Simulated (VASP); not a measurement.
Wanted: the native input for a VASP 6.6.1 run.

- Task: single point
- Functional: PBEsol
- Potentials or basis: VASP PAW PBE potentials, release 64 (Au)
- Cutoff: 520 eV
- k mesh: 11 × 11 × 6
- Occupations: fermi-dirac, width 0.05 eV
- Spin: no spin polarisation
- Dipole correction: no
- Further INCAR settings: ALGO = Normal; EDIFF = 1e-06; NBANDS = 18

The structure of Au lies in POSCAR:

```
Au
1.0
    2.7880461838      0.0000000000      0.0000000000
   -1.3940230919      2.4145188221      0.0000000000
    0.0000000000      0.0000000000      4.6230726628
Au
2
Direct
    0.6666666667      0.3333333333      0.2500000000
    0.3333333333      0.6666666667      0.7500000000
```

This isn't the form of Au at room conditions, which is fcc.

The input as run:

INCAR

```
PREC = Accurate
ENCUT = 520
EDIFF = 1E-6
ISMEAR = -1
SIGMA = 0.05
LREAL = F
LASPH = T
NELM = 80
ALGO = Normal
ISIF = 2
LWAVE = F
LCHARG = T
GGA = PS
LELF = T
LVHAR = T
NBANDS = 18
```

KPOINTS

```
Automatic mesh
0
Gamma
  11 11 6
```

Potentials or basis: VASP PAW PBE potentials, release 64 (Au).

Run with:

```console
$ cat potpaw_PBE.64/Au/POTCAR > POTCAR
$ mpirun -np 1 vasp_std > vasp.out
```

Results of the run:

| Item | Value |
| --- | --- |
| Pressure | 19.7 GPa |
| Band gap on the k mesh | zero (bands 11 and 12 overlap by 6.79 eV) |

Caveat: the cell stands under pressure; the PAW data sets were made with another functional, which shifts forces and pressure a little; spin-orbit coupling is left out, which moves the levels of the heavy elements.

It took 19 s on 1 thread of Intel Xeon 8259CL, on a shared host, peak memory 0.17 GiB.
